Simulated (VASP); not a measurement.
# AlNi2 (P-3m1) in VASP: notebook, part 2 of 2

VASP 6.6.1.

**5. Single point, r2SCAN**

Contents of POSCAR:

```
AlNi2
1.0
    3.9740030242      0.0000000000      0.0000000000
   -1.9870015121      3.4415875737      0.0000000000
    0.0000000000      0.0000000000      4.9042588200
Al Ni
2 4
Direct
    0.3333333333      0.6666666667      0.1898740600
    0.6666666667      0.3333333333      0.8101259400
    0.3333333333      0.6666666667      0.6851100400
    0.6666666667      0.3333333333      0.3148899600
    0.0000000000      0.0000000000      0.5000000000
    0.0000000000      0.0000000000      0.0000000000
```

Contents of INCAR.step1:

```
SYSTEM = AlNi2
PREC = Accurate
ENCUT = 520
ISMEAR = 0
SIGMA = 0.02
LREAL = .FALSE.
LASPH = .TRUE.
NELM = 60
NBANDS = 32
GGA = PE
ALGO = Normal
EDIFF = 1E-4
LWAVE = .TRUE.
LCHARG = .FALSE.
```

Contents of INCAR.step2:

```
SYSTEM = AlNi2
PREC = Accurate
ENCUT = 520
EDIFF = 1E-6
ISMEAR = 0
SIGMA = 0.02
LREAL = .FALSE.
LASPH = .TRUE.
NELM = 60
ALGO = Normal
ISIF = 2
LWAVE = .FALSE.
LCHARG = .FALSE.
METAGGA = R2SCAN
LMIXTAU = .TRUE.
NBANDS = 32
ISTART = 1
```

Contents of KPOINTS:

```
Automatic mesh
0
G
  12 12 8
  0 0 0
```

Started as:

```console
$ cat potpaw_PBE.64/Al/POTCAR potpaw_PBE.64/Ni/POTCAR > POTCAR
$ cp INCAR.step1 INCAR
$ mpirun -np 1 vasp_std > vasp.out
$ cp INCAR.step2 INCAR
$ mpirun -np 1 vasp_std > vasp.out
```

Run time: 20 min. Hardware: 1 thread of Oxide Virtual Turin-like, shared host; peak memory 0.31 GiB.

Results (log left out):

```yaml
Free_energy: -64.2596 eV
Pressure: 0.7 GPa
Largest_force: 0.007 eV/Å
Band_gap_on_the_k_mesh: zero (bands 23 and 24 overlap by 4.41 eV)
```

Forces in eV/Å, atoms in the order of the input:
```
Al   0.000  0.000 -0.001
Al   0.000  0.000  0.001
Ni   0.000  0.000  0.007
Ni   0.000  0.000 -0.007
Ni   0.000  0.000  0.000
Ni   0.000  0.000  0.000
```

Levels at points of the mesh, in eV from the Fermi level:
```csv
k point,band 19,band 20,band 21,band 22,band 23,band 24,band 25,band 26,band 27,band 28
"(0.00, 0.00, 0.00)",-0.73,-0.73,-0.54,-0.54,0.71,3.24,3.24,3.97,3.97,5.36
"(0.50, 0.00, 0.00)",-1.07,-0.81,-0.75,-0.68,-0.56,-0.32,1.05,1.85,3.60,4.11
"(0.00, 0.00, 0.50)",-0.76,-0.76,-0.74,-0.74,4.05,4.16,4.16,4.43,4.43,5.37
"(0.50, 0.00, 0.50)",-1.27,-0.97,-0.81,-0.71,-0.37,-0.25,1.75,1.85,3.57,5.08
```

Caveat: the PAW data sets were made with another functional, which shifts forces and pressure a little. Spin polarisation is off, so any magnetic state and its effect on volume and gap are missing.

**6. Single point, r2SCAN**

POSCAR is that of step 5.

Contents of INCAR.step1:

```
SYSTEM = AlNi2
PREC = Accurate
ENCUT = 520
ISMEAR = 1
SIGMA = 0.3
LREAL = .False.
LASPH = .True.
NELM = 100
NBANDS = 32
GGA = PE
ALGO = Normal
EDIFF = 1E-4
LWAVE = .True.
LCHARG = .False.
```

Contents of INCAR.step2:

```
SYSTEM = AlNi2
PREC = Accurate
ENCUT = 520
EDIFF = 1E-6
ISMEAR = 1
SIGMA = 0.3
LREAL = .False.
LASPH = .True.
NELM = 100
ALGO = Normal
ISIF = 2
LWAVE = .False.
LCHARG = .False.
METAGGA = R2SCAN
LMIXTAU = .True.
NBANDS = 32
ISTART = 1
```

Contents of KPOINTS:

```
Automatic mesh
0
Gamma
  12 12 8
  0 0 0
```

Potentials or basis: VASP PAW PBE potentials, release 64 (Al, Ni).

Started as:

```console
$ cat potpaw_PBE.64/Al/POTCAR potpaw_PBE.64/Ni/POTCAR > POTCAR
$ cp INCAR.step1 INCAR
$ mpirun -np 1 vasp_std > vasp.out
$ cp INCAR.step2 INCAR
$ mpirun -np 1 vasp_std > vasp.out
```

Run time: 37 min. Hardware: 1 thread of Oxide Virtual Turin-like, shared host; peak memory 0.3 GiB.

Results (log left out):

```
Free energy            : -64.2529 eV
Pressure               : 0.6 GPa
Largest force          : 0.006 eV/Å
Band gap on the k mesh : zero (bands 23 and 24 overlap by 4.41 eV)
```

Forces in eV/Å, atoms in the order of the input:
```
Al   0.000  0.000  0.002
Al   0.000  0.000 -0.002
Ni   0.000  0.000 -0.006
Ni   0.000  0.000  0.006
Ni   0.000  0.000  0.000
Ni   0.000  0.000  0.000
```

Stress tensor (GPa, compression positive):
```
0.67 0.00 0.00
0.00 0.67 0.00
0.00 0.00 0.53
```

Levels at points of the mesh, in eV from the Fermi level:
| k point | band 19 | band 20 | band 21 | band 22 | band 23 | band 24 | band 25 | band 26 | band 27 | band 28 |
| --- | --- | --- | --- | --- | --- | --- | --- | --- | --- | --- |
| (0.00, 0.00, 0.00) | -0.73 | -0.73 | -0.54 | -0.54 | 0.72 | 3.24 | 3.24 | 3.97 | 3.97 | 5.36 |
| (0.50, 0.00, 0.00) | -1.07 | -0.82 | -0.75 | -0.68 | -0.56 | -0.32 | 1.04 | 1.85 | 3.60 | 4.11 |
| (0.00, 0.00, 0.50) | -0.76 | -0.76 | -0.75 | -0.75 | 4.05 | 4.15 | 4.15 | 4.43 | 4.43 | 5.37 |
| (0.50, 0.00, 0.50) | -1.27 | -0.97 | -0.81 | -0.71 | -0.37 | -0.26 | 1.75 | 1.85 | 3.57 | 5.08 |

Caveat: the PAW data sets were made with another functional, which shifts forces and pressure a little.

**7. Single point, r2SCAN**

POSCAR is that of step 6.

INCAR.step1: that of step 6 with these lines changed.

```diff
@@ -4,3 +4,3 @@
 ISMEAR = 1
-SIGMA = 0.3
+SIGMA = 0.5
 LREAL = .False.
```

INCAR.step2: that of step 6 with these lines changed.

```diff
@@ -5,3 +5,3 @@
 ISMEAR = 1
-SIGMA = 0.3
+SIGMA = 0.5
 LREAL = .False.
```

KPOINTS is that of step 6.

Started as:

```console
$ cat potpaw_PBE.64/Al/POTCAR potpaw_PBE.64/Ni/POTCAR > POTCAR
$ cp INCAR.step1 INCAR
$ mpirun -np 1 vasp_std > vasp.out
$ cp INCAR.step2 INCAR
$ mpirun -np 1 vasp_std > vasp.out
```

Wall time 48 min (1 thread of Oxide Virtual Turin-like, shared host); peak memory 0.31 GiB.

Results (log left out):

```
Free energy            : -64.2249 eV
Pressure               : 0.3 GPa
Largest force          : 0.024 eV/Å
Band gap on the k mesh : zero (bands 23 and 24 overlap by 4.39 eV)
```

Forces in eV/Å, atoms in the order of the input:
```
Al   0.000  0.000  0.024
Al   0.000  0.000 -0.024
Ni   0.000  0.000 -0.012
Ni   0.000  0.000  0.012
Ni   0.000  0.000  0.000
Ni   0.000  0.000  0.000
```

Stress tensor (GPa, compression positive):
```
0.45 0.00 0.00
0.00 0.45 0.00
0.00 0.00 0.08
```

Levels at points of the mesh, in eV from the Fermi level:
```csv
k point,band 20,band 21,band 22,band 23,band 24,band 25,band 26,band 27
"(0.00, 0.00, 0.00)",-0.70,-0.52,-0.52,0.75,3.25,3.25,3.99,3.99
"(0.50, 0.00, 0.00)",-0.80,-0.72,-0.65,-0.52,-0.28,1.05,1.86,3.62
"(0.00, 0.00, 0.50)",-0.74,-0.73,-0.73,4.06,4.17,4.17,4.44,4.44
"(0.50, 0.00, 0.50)",-0.94,-0.78,-0.68,-0.34,-0.25,1.76,1.86,3.58
```

Caveat: the PAW data sets were made with another functional, which shifts forces and pressure a little. Spin polarisation is off, so any magnetic state and its effect on volume and gap are missing.

**8. Overview**

```csv
k mesh,smearing,gap on the mesh (eV),pressure (GPa),largest force (eV/Å)
6 × 6 × 6,gaussian 0.1 eV,none,0.7,0.01
"6 × 6 × 4, shifted",gaussian 0.1 eV,none,0.6,0.01
12 × 12 × 8,gaussian 0.01 eV,none,0.7,0.01
12 × 12 × 8,gaussian 0.02 eV,none,0.7,0.01
12 × 12 × 8,methfessel-paxton 0.3 eV,none,0.6,0.01
12 × 12 × 8,methfessel-paxton 0.5 eV,none,0.3,0.02
```

Alike in all rows: task single point; level r2SCAN; potentials or basis VASP PAW PBE potentials, release 64 (Al, Ni); no spin polarisation; cell as given; cutoff (eV) 520.

Caveats: the PAW data sets were made with another functional, which shifts forces and pressure a little.

Total energies depend on the potentials used, so only differences within one code and one set of settings carry meaning.
